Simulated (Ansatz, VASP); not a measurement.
Zr3GeC in VASP and in Ansatz

POSCAR

```
Zr3GeC
1.0
    0.0000000000      5.6611440000      0.0000000000
    5.6611440000      0.0000000000      0.0000000000
    2.8305720000      2.8305720000     -4.2448060000
Ge Zr C
2 6 2
Direct
    0.7500000000      0.2500000000      0.5000000000
    0.2500000000      0.7500000000      0.5000000000
    0.7000000000      0.2000000000      0.0000000000
    0.2000000000      0.3000000000      0.0000000000
    0.3000000000      0.8000000000      0.0000000000
    0.8000000000      0.7000000000      0.0000000000
    0.2500000000      0.2500000000      0.5000000000
    0.7500000000      0.7500000000      0.5000000000
    0.0000000000      0.0000000000      0.0000000000
    0.5000000000      0.5000000000      0.0000000000
```

INCAR.step1

```
PREC     = Accurate       # precision mode
ENCUT    = 520            # plane-wave cutoff, eV
ISMEAR   = -1             # smearing method
SIGMA    = 0.1            # smearing width, eV
LREAL    = F              # projectors in reciprocal space
LASPH    = T              # aspherical terms in the spheres
NELM     = 80             # most SCF steps
NBANDS   = 65             # bands
GGA      = PE             # functional
ALGO     = Normal         # electronic algorithm
EDIFF    = 1E-4           # SCF threshold, eV
LWAVE    = T              # write WAVECAR
LCHARG   = F              # write CHGCAR
```

The input INCAR.step2:

```
PREC     = Accurate       # precision mode
ENCUT    = 520            # plane-wave cutoff, eV
EDIFF    = 1E-7           # SCF threshold, eV
ISMEAR   = -1             # smearing method
SIGMA    = 0.1            # smearing width, eV
LREAL    = F              # projectors in reciprocal space
LASPH    = T              # aspherical terms in the spheres
NELM     = 80             # most SCF steps
ALGO     = Normal         # electronic algorithm
ISIF     = 2              # what is computed and relaxed
LWAVE    = F              # write WAVECAR
LCHARG   = F              # write CHGCAR
METAGGA  = R2SCAN         # meta-GGA
LMIXTAU  = T            
NBANDS   = 65             # bands
ISTART   = 1
```

File KPOINTS:

```
Automatic mesh
0
Gamma
  4 4 4
```

Input for Ansatz:

```yaml
crystal:
  lattice:
    - [0.0, 5.661144, 0.0]
    - [5.661144, 0.0, 0.0]
    - [2.830572, 2.830572, -4.244806]
  atoms:
    - { symbol: Ge, position: [0.75, 0.25, 0.5] }
    - { symbol: Ge, position: [0.25, 0.75, 0.5] }
    - { symbol: Zr, position: [0.7, 0.2, 0.0] }
    - { symbol: Zr, position: [0.2, 0.3, 0.0] }
    - { symbol: Zr, position: [0.3, 0.8, 0.0] }
    - { symbol: Zr, position: [0.8, 0.7, 0.0] }
    - { symbol: C, position: [0.0, 0.0, 0.0] }
    - { symbol: C, position: [0.5, 0.5, 0.0] }
    - { symbol: Zr, position: [0.25, 0.25, 0.5] }
    - { symbol: Zr, position: [0.75, 0.75, 0.5] }
  symmetry: { tolerance: 0.0003 }
kpoints:
  mp_grid: { grid: [4, 4, 4], shift: [0, 0, 0] }
magnetization:
  spin_polarized: false
scf:
  occupations: { method: fermi_dirac }
hamiltonian:
  pseudopotentials: { kind: paw }
  xc: r2scan
basis:
  ecutwfc: 500
output:
  forces: true
  stress: true
  eigenvalues: true
  write_density: true
  write_potential: true
  elf: true
  volumetric_format: npy
```

Alike in both runs: task single point; functional r2SCAN; k mesh 4 × 4 × 4; no spin polarisation.

```csv
,VASP,Ansatz
version,VASP 6.6.1,Ansatz 0.2.0
potentials or method,"VASP PAW PBE potentials, release 64 (Ge_d, Zr_sv, C), cutoff 520 eV",PAW plane waves
occupations,"fermi-dirac, width 0.1 eV",fermi-dirac
valence electrons in the cell,108,108
```

```csv
,VASP,Ansatz,Ansatz less VASP
gap on the k mesh at the Fermi level (eV),none,none,-
rms of the force components (eV/Å),0.185,0.177,-0.0076
```

VASP's potentials were made for PBE, not for r2SCAN. A gap of «none» marks a metal or a gap that the smearing closes.

The k mesh is coarse, so the values compare programs but aren't converged.
